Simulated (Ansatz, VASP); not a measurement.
## Te2Mo: VASP beside Ansatz

Contents of POSCAR:

```
Te2Mo
1.0
    3.7749315470      0.0000000000      0.0000000000
   -1.8874657735      3.2691866172      0.0000000000
    0.0000000000      0.0000000000     17.5238001931
Te Mo
2 1
Direct
    0.3333333333      0.6666666667      0.8979077081
    0.3333333333      0.6666666667      0.1020922919
    0.0000000000      0.0000000000      0.0000000000
```

File INCAR.step1:

```
SYSTEM = Te2Mo
ALGO     = Normal         ! electronic algorithm
EDIFF    = 1E-4           ! SCF threshold, eV
ENCUT    = 520            ! plane-wave cutoff, eV
GGA      = PE             ! functional
ISMEAR   = 0              ! smearing method
LASPH    = .True.         ! aspherical terms in the spheres
LCHARG   = .False.        ! write CHGCAR
LREAL    = .False.        ! projectors in reciprocal space
LWAVE    = .True.         ! write WAVECAR
NBANDS   = 20             ! bands
NELM     = 60             ! most SCF steps
PREC     = Accurate       ! precision mode
SIGMA    = 0.05           ! smearing width, eV
```

Contents of INCAR.step2:

```
SYSTEM = Te2Mo
ALGO     = Normal         ! electronic algorithm
EDIFF    = 1E-7           ! SCF threshold, eV
ENCUT    = 520            ! plane-wave cutoff, eV
ISIF     = 2              ! what is computed and relaxed
ISMEAR   = 0              ! smearing method
ISTART   = 1            
LASPH    = .True.         ! aspherical terms in the spheres
LCHARG   = .False.        ! write CHGCAR
LMIXTAU  = .True.       
LREAL    = .False.        ! projectors in reciprocal space
LWAVE    = .False.        ! write WAVECAR
METAGGA  = R2SCAN         ! meta-GGA
NBANDS   = 20             ! bands
NELM     = 60             ! most SCF steps
PREC     = Accurate       ! precision mode
SIGMA    = 0.05           ! smearing width, eV
```

KPOINTS

```
k-points
0
Gamma
  12 12 2
  0 0 0
```

Input for Ansatz:

```yaml
crystal:
  lattice:
    - [3.774931547, 0.0, 0.0]
    - [-1.8874657735, 3.2691866172, 0.0]
    - [0.0, 0.0, 17.5238001931]
  atoms:
    - { symbol: Te, position: [0.3333333333, 0.6666666667, 0.8979077081] }
    - { symbol: Te, position: [0.3333333333, 0.6666666667, 0.1020922919] }
    - { symbol: Mo, position: [0.0, 0.0, 0.0] }
basis:
  ecutwfc: 500
kpoints:
  mp_grid: { grid: [12, 12, 2] }
hamiltonian:
  xc: r2scan
scf:
  occupations: { method: gaussian, width: 0.05 }
output:
  forces: true
  stress: true
  eigenvalues: true
  write_density: true
  write_potential: true
  elf: true
  volumetric_format: npy
```

Change from the starting cell: strain +0.0600 x Voigt [1, 1, 0, 0, 0, 0], atoms carried along.

Alike in both runs: task single point; functional r2SCAN; k mesh 12 × 12 × 2; occupations gaussian, width 0.05 eV; no spin polarisation.

|  | VASP | Ansatz |
| --- | --- | --- |
| version | VASP 6.6.1 | Ansatz 0.2.0 |
| potentials or method | VASP PAW PBE potentials, release 64 (Te, Mo_sv), cutoff 520 eV | scalar-relativistic, plane waves, PAW |
| valence electrons in the cell | 26 | 46 |

VASP gave:

* gap on the k mesh at the Fermi level (eV): 0.79
* least direct gap on the mesh (eV): 0.79
* rms of the force components (eV/Å): 0.398

**Question.** Estimate Ansatz's values.

**Answer.** gap on the k mesh at the Fermi level (eV): 0.79; least direct gap on the mesh (eV): 0.79; rms of the force components (eV/Å): 0.408.

VASP's potentials were made for PBE, not for r2SCAN. Atom by atom the forces differ by 0.010 eV/Å (rms over components). With one functional, cell and mesh, what is left measures potentials, basis and numerics. VASP's potentials hold 26 valence electrons a cell and Ansatz's 46, so a difference there can come from the potentials and not from the codes. Ansatz's warnings: xc potential rough in thin density.

Neither program's run includes spin-orbit coupling.
